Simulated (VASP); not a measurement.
Set up this calculation in VASP 6.6.1, as the native input.

- Task: relaxation of cell and atoms
- Functional: PBE
- Potentials or basis: VASP PAW PBE potentials, release 64 (Sr_sv, P)
- Cutoff: 600 eV
- k mesh: 4 × 4 × 4
- Occupations: gaussian, width 0.1 eV
- Spin: no spin polarisation
- Dipole correction: no
- Further INCAR settings: ALGO = Normal; EDIFF = 1e-06; IBRION = 2; EDIFFG = -0.04; NSW = 90; ISIF = 3

The structure of Sr2P lies in POSCAR:

```
Sr2P
1.0
    0.0000000000      5.0065013583      5.1809629767
    2.9014122126      0.0000000000      5.1809629767
    2.9014122126      5.0065013583      0.0000000000
Sr P
4 2
Direct
    0.0830000000      0.4170000000      0.0830000000
    0.4170000000      0.0830000000      0.4170000000
    0.1670000000      0.8330000000      0.1670000000
    0.8330000000      0.1670000000      0.8330000000
    0.7500000000      0.7500000000      0.7500000000
    0.5000000000      0.5000000000      0.5000000000
```

One way to write it, as run:

INCAR

```
ALGO = Normal ; EDIFF = 1E-6
EDIFFG = -0.04 ; ENCUT = 600
GGA = PE ; IBRION = 2
ISIF = 3 ; ISMEAR = 0
LASPH = T ; LCHARG = F
LREAL = F ; LWAVE = F
NELM = 100 ; NSW = 90
PREC = Accurate ; SIGMA = 0.1
```

KPOINTS

```
k-points
0
Gamma
  4 4 4
```

Potentials or basis: VASP PAW PBE potentials, release 64 (Sr_sv, P).

The run is started by

```sh
$ cat potpaw_PBE.64/Sr_sv/POTCAR potpaw_PBE.64/P/POTCAR > POTCAR
$ mpirun -np 1 vasp_std > vasp.out
```

It gave:

```json
{"Relaxed volume": "40.67 Å³/atom", "Relaxed cell": "a = 7.900 Å, b = 6.061 Å, c = 7.911 Å, α = 67.37°, β = 45.08°, γ = 67.56°", "Space group after relaxing (to 0.1 Å)": "I4_1/amd (No. 141)", "Pressure after relaxing": "0.0 GPa", "Largest force after relaxing": "0.021 eV/Å", "Band gap on the k mesh": "zero (bands 25 and 26 overlap by 0.59 eV)"}
```

Caveat: the volume moved by over 15 % at a fixed basis, so the end points are rough.

Wall time 33 min on 1 thread of Intel(R) Xeon(R) 6975P-C (Granite Rapids), with other jobs on the host, peak memory 0.43 GiB.
